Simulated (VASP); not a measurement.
# Sn2Sb2Te: single point with PBE

Crystal: Sn2Sb2Te.

```
Sn Sb Te
1.0
     5.52871    0.00000    0.00000
    -2.76436    4.78801    0.00000
     0.00000    0.00000    6.30497
Sn Sb Te
2 2 1
Cartesian
  0.0000 3.1920 3.1525
  2.7644 1.5960 3.1525
  0.0000 3.1920 0.0000
  2.7644 1.5960 0.0000
  0.0000 0.0000 3.1525
```

The cell was generated, and may not be a known phase.

| Quantity | Value |
| --- | --- |
| Program | VASP 6.6.1 |
| Task | single point |
| Functional | PBE |
| Potentials or basis | VASP PAW PBE potentials, release 64 (Sn_d, Sb, Te) |
| Cutoff | 520 eV |
| k mesh | 3 × 3 × 4 |
| Occupations | gaussian, width 0.1 eV |
| Spin | no spin polarisation |
| Dipole correction | no |
| Further INCAR settings | ALGO = Normal; EDIFF = 1e-06; NBANDS = 30 |

* Pressure: 0.0 GPa
* Band gap on the k mesh: zero (bands 22 and 23 overlap by 1.45 eV)

Stress tensor (GPa, compression positive):
```
-0.05  0.00  0.00
 0.00 -0.05  0.00
 0.00  0.00  0.17
```

Levels at points of the mesh, in eV from the Fermi level:
```tsv
k point	band 18	band 19	band 20	band 21	band 22	band 23	band 24	band 25	band 26	band 27
(0.00, 0.00, 0.00)	-3.39	-3.17	-3.17	-1.46	-1.13	-1.13	-0.63	1.02	1.02	4.46
(0.00, 0.00, 0.50)	-2.59	-2.59	-2.28	-2.10	-2.10	-1.05	0.59	0.59	0.81	2.11
```

It took 35 s on 1 thread of Intel(R) Xeon(R) 6975P-C (Granite Rapids) (shared host), peak memory 0.3 GiB.

Caveat: the k points lie up to 0.44 Å⁻¹ apart, too coarse for converged energies and pressures of a metal; spin-orbit coupling is left out, which moves the levels of the heavy elements.
